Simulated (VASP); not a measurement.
# BP (F-43m) in VASP: a series of runs

Runs on BP. Level: r2SCAN. Tasks: single point, relaxation of cell and atoms.

Everything below comes from runs of VASP 6.6.1. Logs are shortened: lines on timing, memory, paths and dates and some standing lists are left out, and cuts for length are marked.

## Step 1: The cell of the first run

The structure is cubic, space group F-43m (No. 216). The conventional cell has a = 4.537 Å, b = 4.537 Å, c = 4.537 Å, α = 90.00°, β = 90.00°, γ = 90.00°. B (site symmetry -43m) has 4 P at 1.96 Å within 2.6 Å. Within 2.6 Å of P (site symmetry -43m) lie 4 B at 1.96 Å.

## Step 2: Single point, r2SCAN

The input, POSCAR:

```
BP
1.0
    0.0000000000      2.2682552984      2.2682552984
    2.2682552984      0.0000000000      2.2682552984
    2.2682552984      2.2682552984      0.0000000000
B P
1 1
Direct
    0.0000000000      0.0000000000      0.0000000000
    0.7500000000      0.7500000000      0.7500000000
```

The input, INCAR.step1:

```
SYSTEM = BP
ALGO = Normal
EDIFF = 1E-4
ENCUT = 520
GGA = PE
ISMEAR = -1
LASPH = .True.
LCHARG = .False.
LREAL = .False.
LWAVE = .True.
NBANDS = 11
NELM = 80
PREC = Accurate
SIGMA = 0.1
```

The input, INCAR.step2:

```
SYSTEM = BP
ALGO = Normal
EDIFF = 1E-6
ENCUT = 520
ISIF = 2
ISMEAR = -1
ISTART = 1
LASPH = .True.
LCHARG = .False.
LMIXTAU = .True.
LREAL = .False.
LWAVE = .False.
METAGGA = R2SCAN
NBANDS = 11
NELM = 80
PREC = Accurate
SIGMA = 0.1
```

The input, KPOINTS:

```
k-points
0
Gamma
  18 18 18
  0 0 0
```

Potentials or basis: VASP PAW PBE potentials, release 64 (B, P).

Run with:

```
> cat potpaw_PBE.64/B/POTCAR potpaw_PBE.64/P/POTCAR > POTCAR
> cp INCAR.step1 INCAR
> mpirun -np 1 vasp_std > vasp.out
> cp INCAR.step2 INCAR
> mpirun -np 1 vasp_std > vasp.out
```

OUTCAR:

```text
SYSTEM = BP
   EDIFF = 1E-6
   ENCUT = 520
   ISIF = 2
   ISMEAR = -1
   ISTART = 1
   LASPH = .True.
   LREAL = .False.
   METAGGA = R2SCAN
   NELM = 80
   PREC = Accurate

 ion  position               nearest neighbor table
   1  0.000  0.000  0.000-   2 1.96   2 1.96   2 1.96   2 1.96
   2  0.750  0.750  0.750-   1 1.96   1 1.96   1 1.96   1 1.96

  LATTYP: Found a face centered cubic cell.
 ALAT       =     4.5365105968

  Lattice vectors:

 A1 = (   0.0000000000,   2.2682552984,   2.2682552984)
 A2 = (   2.2682552984,   0.0000000000,   2.2682552984)
 A3 = (   2.2682552984,   2.2682552984,   0.0000000000)

Analysis of symmetry for initial positions (statically):
=====================================================================
 Subroutine PRICEL returns:
 Original cell was already a primitive cell.

 Routine SETGRP: Setting up the symmetry group for a
 face centered cubic supercell.

 Subroutine GETGRP returns: Found 24 space group operations
 (whereof 24 operations were pure point group operations)
 out of a pool of 48 trial point group operations.

The static configuration has the point symmetry T_d .

Analysis of symmetry for dynamics (positions and initial velocities):
=====================================================================
 Subroutine PRICEL returns:
 Original cell was already a primitive cell.

 Routine SETGRP: Setting up the symmetry group for a
 face centered cubic supercell.

 Subroutine GETGRP returns: Found 24 space group operations
 (whereof 24 operations were pure point group operations)
 out of a pool of 48 trial point group operations.

The dynamic configuration has the point symmetry T_d .

 Subroutine INISYM returns: Found 24 space group operations
 (whereof 24 operations are pure point group operations),
 and found     1 'primitive' translations

----------------------------------------------------------------------------------------

                                     Primitive cell

  volume of cell :      23.3403

  direct lattice vectors                    reciprocal lattice vectors
     0.000000000  2.268255298  2.268255298    -0.220433741  0.220433741  0.220433741
     2.268255298  0.000000000  2.268255298     0.220433741 -0.220433741  0.220433741
     2.268255298  2.268255298  0.000000000     0.220433741  0.220433741 -0.220433741

  length of vectors
     3.207797406  3.207797406  3.207797406     0.381802438  0.381802438  0.381802438

  position of ions in fractional coordinates (direct lattice)
     0.000000000  0.000000000  0.000000000
     0.750000000  0.750000000  0.750000000

  ion indices of the primitive-cell ions
   primitive index   ion index
                 1           1
                 2           2

----------------------------------------------------------------------------------------

 KPOINTS: k-points

Automatic generation of k-mesh.
 Grid dimensions read from file:
 generate k-points for:   18   18   18

 Generating k-lattice:

  Cartesian coordinates                     Fractional coordinates (reciprocal lattice)
    -0.012246319  0.012246319  0.012246319     0.055555556  0.000000000  0.000000000
     0.012246319 -0.012246319  0.012246319     0.000000000  0.055555556  0.000000000
     0.012246319  0.012246319 -0.012246319     0.000000000  0.000000000  0.055555556

  Length of vectors
     0.021211247  0.021211247  0.021211247

  Shift w.r.t. Gamma in fractional coordinates (k-lattice)
     0.000000000  0.000000000  0.000000000

 Subroutine IBZKPT returns following result:
 ===========================================

 Found    195 irreducible k-points:

 Following reciprocal coordinates:
            Coordinates               Weight
  0.000000  0.000000  0.000000      1.000000
  0.055556  0.000000  0.000000      8.000000
  0.111111  0.000000  0.000000      8.000000
  0.166667  0.000000  0.000000      8.000000
  0.222222  0.000000  0.000000      8.000000
  0.277778  0.000000  0.000000      8.000000
[... 16 lines left out ...]
 -0.277778  0.055556  0.000000     24.000000
 -0.222222  0.055556  0.000000     24.000000
 [... further k-points ...]
   k-points           NKPTS =    195   k-points in BZ     NKDIM =    195   number of bands    NBANDS=     11
   number of dos      NEDOS =    301   number of ions     NIONS =      2
   total plane-waves  NPLWV =  13824
   dimension x,y,z NGX =    24 NGY =   24 NGZ =   24
   dimension x,y,z NGXF=    48 NGYF=   48 NGZF=   48
   ions per type =               1   1
   NGX,Y,Z   is equivalent  to a cutoff of  12.44, 12.44, 12.44 a.u.
   NGXF,Y,Z  is equivalent  to a cutoff of  24.88, 24.88, 24.88 a.u.
 SYSTEM =  BP
   PREC   = accura    normal or accurate (medium, high low for compatibility)
   ISTART =      1    job   : 0-new  1-cont  2-samecut
   ICHARG =      0    charge: 1-file 2-atom 10-const
   ISPIN  =      1    spin polarized calculation?
   LNONCOLLINEAR =      F non collinear calculations
   LSORBIT =      F    spin-orbit coupling
   LASPH  =      T    aspherical Exc in radial PAW
   ENCUT  =  520.0 eV  38.22 Ry    6.18 a.u.   5.96  5.96  5.96*2*pi/ulx,y,z
   NELM   =     80;   NELMIN=  2; NELMDL=  0     # of ELM steps
   EDIFF  = 0.1E-05   stopping-criterion for ELM
   LREAL  =      F    real-space projection
[... 7 lines left out ...]
   TEBEG  =    0.0;   TEEND  =   0.0 temperature during run
   PSTRESS=    0.0 pullay stress
   NELECT =       8.0000    total number of electrons
   NUPDOWN=      -1.0000    fix difference up-down
   EMIN   =  10.00;   EMAX   =-10.00  energy-range for DOS
   EFERMI =   0.00;   METHOD = LEGACY
   ISMEAR =    -1;   SIGMA  =   0.10  broadening in eV -4-tet -1-fermi 0-gaus
   EFERMI_NEDOS =   21; number of points for ismear=-14 and -15
   IALGO  =     38    algorithm
   IMIX   =      4    mixing-type and parameters
     AMIX     =   0.40;   BMIX     =  1.00
     AMIX_MAG =   1.60;   BMIX_MAG =  1.00
  volume/ion in A,a.u.               =      11.67        78.75
  Fermi-wavevector in a.u.,A,eV,Ry     =   1.145696  2.165052 17.859284  1.312620
  Thomas-Fermi vector in A             =   2.282384
   LORBIT       =      0    0 simple, 1 ext, 2 COOP (PROOUT), +10 PAW based schemes
   METAGGA = R2SCAN    functional components
   LHFCALC =     F    Hartree Fock is set to
   AEXX    =    0.0000 exact exchange contribution
   IVDW    =     0    specifies the selected vdW correction
   LEPSILON=     F    determine dielectric tensor
   LRPA    =     F    only Hartree local field effects (RPA)
 non-spin polarized calculation
  energy-cutoff  :      520.00
  volume of cell :       23.34
 maximum number of plane-waves:       640
   NGX = 11   NGY = 11   NGZ = 11

 number of electron       8.0000000 magnetization

 Free energy of the ion-electron system (eV)
  ---------------------------------------------------
  ext. energy  EPLUGINS =         0.00000000
  ---------------------------------------------------
  free energy    TOTEN  =       -17.31162187 eV

  energy without entropy =      -17.31161155  energy(sigma->0) =      -17.31161671

 E-fermi :   8.1088     XC(G=0): -11.5054

 val. band max:        7.4005652171   @ k =   0.0000   0.0000   0.0000
 cond. band min:       8.8558857274   @ k =   0.3889   0.3889   0.0000
 fundamental gap:      1.4553205104
 Fermi energy:         8.1087740502

 k-point     1 :       0.0000    0.0000    0.0000
  band No.  band energies     occupation
      1      -8.8679      2.00000
      2       7.4006      1.99832
      3       7.4006      1.99832
      4       7.4006      1.99832
      5      11.0424      0.00000
      6      11.0424      0.00000
      7      11.0424      0.00000
      8      15.4268      0.00000
      9      19.8129      0.00000
     10      20.0503      0.00000
     11      20.0503      0.00000

 k-point     2 :       0.0556    0.0000    0.0000
  band No.  band energies     occupation
      1      -8.8093      2.00000
      2       6.9065      1.99999
      3       7.2938      1.99942
      4       7.2938      1.99942
      5      11.1903      0.00000
      6      11.1903      0.00000
      7      11.2597      0.00000
      8      15.5977      0.00000
      9      19.7870      0.00000
     10      19.7870      0.00000
     11      20.0072      0.00000

 k-point     3 :       0.1111    0.0000    0.0000
  band No.  band energies     occupation
      1      -8.6341      2.00000
      2       5.7762      2.00000
      3       7.0273      1.99996
      4       7.0273      1.99996
      5      11.5622      0.00000
      6      11.5622      0.00000
      7      11.5897      0.00000
      8      16.0863      0.00000
      9      19.2726      0.00000
     10      19.2726      0.00000
     11      20.5248      0.00000

 k-point     4 :       0.1667    0.0000    0.0000
  band No.  band energies     occupation
      1      -8.3443      2.00000
      2       4.4138      2.00000
      3       6.6960      2.00000
      4       6.6960      2.00000
      5      11.7584      0.00000
      6      12.0067      0.00000
      7      12.0067      0.00000
      8      16.7773      0.00000
      9      18.8708      0.00000
     10      18.8708      0.00000
     11      21.0897      0.00000
[... 239 lines left out ...]
 k-point    22 :      -0.3333    0.0556    0.0000
  band No.  band energies     occupation
      1      -6.5948      2.00000
      2      -0.0522      2.00000
      3       5.2437      2.00000
      4       5.9091      2.00000
      5      11.8449      0.00000
      6      12.5198      0.00000
      7      12.8063      0.00000
      8      18.1621      0.00000
      9      19.4789      0.00000
     10      21.0002      0.00000
     11      22.4102      0.00000

 k-point    23 :      -0.2778    0.0556    0.0000
  band No.  band energies     occupation
      1      -7.2039      2.00000
      2       1.2008      2.00000
      3       5.3987      2.00000
      4       6.1921      2.00000
      5      11.9180      0.00000
      6      12.4382      0.00000
      7      12.9011      0.00000
      8      17.7344      0.00000
      9      18.6164      0.00000
     10      20.5197      0.00000
     11      21.8017      0.00000

 k-point    24 :      -0.2222    0.0556    0.0000
  band No.  band energies     occupation
      1      -7.7367      2.00000
      2       2.5533      2.00000
      3       5.6305      2.00000
      4       6.5136      2.00000
      5      11.9680      0.00000
      6      12.2254      0.00000
      7      12.8410      0.00000
      8      17.2507      0.00000
      9      18.1633      0.00000
     10      20.0142      0.00000
     11      21.5994      0.00000

 [... further k-points ...]
[... 5 lines left out ...]
  --------------------------------------------------------------------------------------
  -------------------------------------------------------------------------------------
  Total       -0.0741384     -0.0741384     -0.0741384      0.0000000     -0.0000000      0.0000000
  in kB       -5.0891815     -5.0891815     -5.0891815      0.0000000     -0.0000000      0.0000000
  external PRESSURE =      -5.0891815 kB  Pullay stress =       0.0000000 kB

 VOLUME and BASIS-vectors are now :
 -----------------------------------------------------------------------------
  energy-cutoff  :      520.00
  volume of cell :       23.34
      direct lattice vectors                 reciprocal lattice vectors
     0.000000000  2.268255298  2.268255298    -0.220433741  0.220433741  0.220433741
     2.268255298  0.000000000  2.268255298     0.220433741 -0.220433741  0.220433741
     2.268255298  2.268255298  0.000000000     0.220433741  0.220433741 -0.220433741

 POSITION                                       TOTAL-FORCE (eV/Angst)
 -----------------------------------------------------------------------------------
      0.00000      0.00000      0.00000         0.000000      0.000000      0.000000
      3.40238      3.40238      3.40238        -0.000000     -0.000000     -0.000000
 -----------------------------------------------------------------------------------
    total drift:                               -0.000000     -0.000000     -0.000000

  FREE ENERGIE OF THE ION-ELECTRON SYSTEM (eV)
  ---------------------------------------------------
  free  energy   TOTEN  =       -17.3116218747 eV

  energy  without entropy=      -17.3116115538  energy(sigma->0) =      -17.31161671
```

It took 46 s on 1 thread of Intel Xeon 6975P-C (Granite Rapids), shared host; peak memory 0.17 GiB.

Results:

```yaml
Free_energy: -17.3116 eV
Pressure: -0.5 GPa
Band_gap_on_the_k_mesh: 1.46 eV (least direct gap 3.64 eV)
```

Levels at points of the mesh, in eV from the valence-band top:
```
           k point  band 1  band 2  band 3  band 4  band 5  band 6  band 7  band 8
(0.00, 0.00, 0.00)  -16.27    0.00    0.00    0.00    3.64    3.64    3.64    8.03
(0.50, 0.00, 0.00)  -12.77   -9.51   -1.87   -1.87    4.14    5.03    5.03   10.92
(0.50, 0.50, 0.00)  -11.10   -9.13   -4.35   -4.35    1.54    1.91   13.07   13.07
```

Caveat: the PAW data sets were made with another functional, which shifts forces and pressure a little. A k mesh can miss the band edges.

## Step 3: Relaxation of cell and atoms, r2SCAN

The input, POSCAR:

```
BP
1.0
    0.0000000000      2.2690000000      2.2690000000
    2.2690000000      0.0000000000      2.2690000000
    2.2690000000      2.2690000000      0.0000000000
B P
1 1
Direct
    0.0000000000      0.0000000000      0.0000000000
    0.7500000000      0.7500000000      0.7500000000
```

The input, INCAR.step1:

```
PREC     = Accurate       # precision mode
ENCUT    = 600            # plane-wave cutoff, eV
ISMEAR   = -1             # smearing method
SIGMA    = 0.1            # smearing width, eV
LREAL    = F              # projectors in reciprocal space
LASPH    = T              # aspherical terms in the spheres
NELM     = 100            # most SCF steps
GGA      = PE             # functional
ALGO     = Normal         # electronic algorithm
EDIFF    = 1E-4           # SCF threshold, eV
LWAVE    = T              # write WAVECAR
LCHARG   = F              # write CHGCAR
```

The input, INCAR.step2:

```
PREC     = Accurate       # precision mode
ENCUT    = 600            # plane-wave cutoff, eV
EDIFF    = 1E-7           # SCF threshold, eV
ISMEAR   = -1             # smearing method
SIGMA    = 0.1            # smearing width, eV
LREAL    = F              # projectors in reciprocal space
LASPH    = T              # aspherical terms in the spheres
NELM     = 100            # most SCF steps
ALGO     = Normal         # electronic algorithm
ISIF     = 3              # what is computed and relaxed
LWAVE    = F              # write WAVECAR
LCHARG   = F              # write CHGCAR
METAGGA  = R2SCAN         # meta-GGA
LMIXTAU  = T            
IBRION   = 2              # ionic algorithm
NSW      = 100            # ionic steps
EDIFFG   = -0.002         # ionic threshold
ISTART   = 1
```

The input, KPOINTS:

```
Automatic mesh
0
Gamma
  18 18 18
```

Potentials or basis: VASP PAW PBE potentials, release 64 (B, P).

Run with:

```
> cat potpaw_PBE.64/B/POTCAR potpaw_PBE.64/P/POTCAR > POTCAR
> cp INCAR.step1 INCAR
> mpirun -np 1 vasp_std > vasp.out
> cp INCAR.step2 INCAR
> mpirun -np 1 vasp_std > vasp.out
```

OUTCAR:

```text
PREC = Accurate
   ENCUT = 600
   EDIFF = 1E-7
   ISMEAR = -1
   LREAL = F
   LASPH = T
   NELM = 100
   ISIF = 3
   METAGGA = R2SCAN
   IBRION = 2
   NSW = 100
   EDIFFG = -0.002
   ISTART = 1

 ion  position               nearest neighbor table
   1  0.000  0.000  0.000-   2 1.97   2 1.97   2 1.97   2 1.97
   2  0.750  0.750  0.750-   1 1.97   1 1.97   1 1.97   1 1.97

  LATTYP: Found a face centered cubic cell.
 ALAT       =     4.5380000000

  Lattice vectors:

 A1 = (   0.0000000000,   2.2690000000,   2.2690000000)
 A2 = (   2.2690000000,   0.0000000000,   2.2690000000)
 A3 = (   2.2690000000,   2.2690000000,   0.0000000000)

Analysis of symmetry for initial positions (statically):
=====================================================================
 Subroutine PRICEL returns:
[... 251 lines left out ...]

  energy without entropy =      -17.31425600  energy(sigma->0) =      -17.31426124

 E-fermi :   8.1417     XC(G=0): -11.5187

 val. band max:        7.4354404751   @ k =   0.0000   0.0000   0.0000
 cond. band min:       8.8874043482   @ k =   0.3889   0.3889   0.0000
 fundamental gap:      1.4519638731
 Fermi energy:         8.1417020684

 k-point     1 :       0.0000    0.0000    0.0000
  band No.  band energies     occupation
      1      -8.8597      2.00000
      2       7.4354      1.99829
      3       7.4354      1.99829
      4       7.4354      1.99829
      5      11.0827      0.00000
      6      11.0827      0.00000
      7      11.0827      0.00000
      8      15.5103      0.00000
[... 243 lines left out ...]
 k-point    24 :      -0.2222    0.0556    0.0000
  band No.  band energies     occupation
      1      -7.7256      2.00000
      2       2.5799      2.00000
      3       5.6612      2.00000
      4       6.5469      2.00000
      5      12.0173      0.00000
      6      12.2669      0.00000
      7      12.8850      0.00000
      8      17.3108      0.00000

 [... further k-points ...]
[... 5 lines left out ...]
  --------------------------------------------------------------------------------------
  -------------------------------------------------------------------------------------
  Total        0.0013576      0.0013576      0.0013576     -0.0000000     -0.0000000      0.0000000
  in kB        0.0934710      0.0934710      0.0934710     -0.0000000     -0.0000000      0.0000000
  external PRESSURE =       0.0934710 kB  Pullay stress =       0.0000000 kB
[... 17 lines left out ...]
  FREE ENERGIE OF THE ION-ELECTRON SYSTEM (eV)
  ---------------------------------------------------
  free  energy   TOTEN  =       -17.3142664773 eV

  energy  without entropy=      -17.3142559996  energy(sigma->0) =      -17.31426124

 reached required accuracy - stopping structural energy minimisation
```

OSZICAR.step1:

```text
N       E                     dE             d eps       ncg     rms          rms(c)
DAV:   1     0.123678061054E+02    0.12368E+02   -0.45022E+03  3120   0.101E+03
DAV:   2    -0.133440762334E+02   -0.25712E+02   -0.24639E+02  4912   0.118E+02
DAV:   3    -0.136392039871E+02   -0.29513E+00   -0.29513E+00  3688   0.164E+01
DAV:   4    -0.136399261037E+02   -0.72212E-03   -0.72212E-03  4968   0.819E-01
DAV:   5    -0.136399264567E+02   -0.35297E-06   -0.35362E-06  3864   0.153E-02    0.720E+00
DAV:   6    -0.130307750058E+02    0.60915E+00   -0.16384E+00  3472   0.702E+00    0.393E+00
DAV:   7    -0.129399862274E+02    0.90789E-01   -0.25946E-01  4848   0.311E+00    0.130E+00
DAV:   8    -0.129318862223E+02    0.81000E-02   -0.28350E-02  3352   0.117E+00    0.215E-01
DAV:   9    -0.129321934821E+02   -0.30726E-03   -0.49878E-04  4792   0.206E-01    0.121E-01
DAV:  10    -0.129323893043E+02   -0.19582E-03   -0.28885E-04  3504   0.134E-01    0.264E-02
DAV:  11    -0.129323998166E+02   -0.10512E-04   -0.12881E-05  1592   0.321E-02
   1 F= -.12932400E+02 E0= -.12932386E+02  d E =-.277149E-04
```

Run time: 3.4 min. Hardware: 1 thread of Intel Xeon 6975P-C (Granite Rapids), shared host; peak memory 0.19 GiB.

Results:

* Free energy: -17.3143 eV
* Relaxed volume: 11.64 Å³/atom
* Relaxed cell: a = 3.205 Å, b = 3.205 Å, c = 3.205 Å, α = 60.00°, β = 60.00°, γ = 60.00°
* Space group after relaxing (to 0.1 Å): F-43m (No. 216)
* Energy gained by relaxing: 0.1 meV/atom
* Ionic steps: 3
* Pressure after relaxing: 0.0 GPa
* Band gap on the k mesh: 1.45 eV (least direct gap 3.65 eV)

The path:
```
step  energy change (eV)  largest force (eV/Å)  pressure (GPa)  volume (Å³)
   1              0.0000                0.0000           -0.66        23.36
   2             -0.0001                0.0000            0.53        23.20
   3             -0.0002                0.0000            0.01        23.27
```

Final structure:
```
CELL_PARAMETERS angstrom
0.00000 2.26601 2.26601
2.26601 0.00000 2.26601
2.26601 2.26601 0.00000
ATOMIC_POSITIONS crystal
B 0.00000 0.00000 0.00000
P 0.75000 0.75000 0.75000
```

Caveat: the PAW data sets were made with another functional, which shifts forces and pressure a little. A k mesh can miss the band edges.
